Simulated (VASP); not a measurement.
Write the native input for VASP 6.6.1 that does the following.

```
Task                   : single point
Functional             : r2SCAN
Potentials or basis    : VASP PAW PBE potentials, release 64 (Rh_pv)
Cutoff                 : 520 eV
k mesh                 : 18 × 18 × 18
Occupations            : gaussian, width 0.1 eV
Spin                   : no spin polarisation
Dipole correction      : no
Further INCAR settings : ALGO = Normal; EDIFF = 1e-06; NBANDS = 14
```

Rh:

```
Rh
1.0
     0.00000    1.93722    1.93722
     1.93722    0.00000    1.93722
     1.93722    1.93722    0.00000
Rh
1
Direct
  0.00000 0.00000 0.00000
```

This cell differs from its parent crystal: volume scaled by 1.06.

These files were run (other wordings do the same):

POSCAR

```
Rh
1.0
    0.0000000000      1.9372158744      1.9372158744
    1.9372158744      0.0000000000      1.9372158744
    1.9372158744      1.9372158744      0.0000000000
Rh
1
Direct
    0.0000000000      0.0000000000      0.0000000000
```

INCAR.step1

```
SYSTEM = Rh
PREC = Accurate
ENCUT = 520
ISMEAR = 0
SIGMA = 0.1
LREAL = .False.
LASPH = .True.
NELM = 100
NBANDS = 14
GGA = PE
ALGO = Normal
EDIFF = 1E-4
LWAVE = .True.
LCHARG = .False.
```

INCAR.step2

```
SYSTEM = Rh
PREC = Accurate
ENCUT = 520
EDIFF = 1E-6
ISMEAR = 0
SIGMA = 0.1
LREAL = .False.
LASPH = .True.
NELM = 100
ALGO = Normal
ISIF = 2
LWAVE = .False.
LCHARG = .True.
METAGGA = R2SCAN
LMIXTAU = .True.
LELF = .True.
LVHAR = .True.
NBANDS = 14
ISTART = 1
```

KPOINTS

```
regular mesh
0
Gamma
  18 18 18
  0 0 0
```

Potentials or basis: VASP PAW PBE potentials, release 64 (Rh_pv).

Command:

```bash
$ cat potpaw_PBE.64/Rh_pv/POTCAR > POTCAR
$ cp INCAR.step1 INCAR
$ mpirun -np 1 vasp_std > vasp.out
$ cp INCAR.step2 INCAR
$ mpirun -np 1 vasp_std > vasp.out
```

Results of the run:

```
Pressure : -13.3 GPa
```

Caveat: the PAW data sets were made with another functional, which shifts forces and pressure a little.

It took 66 s on 1 thread of Intel(R) Xeon(R) Platinum 8488C (Sapphire Rapids) (shared host), peak memory 0.15 GiB.
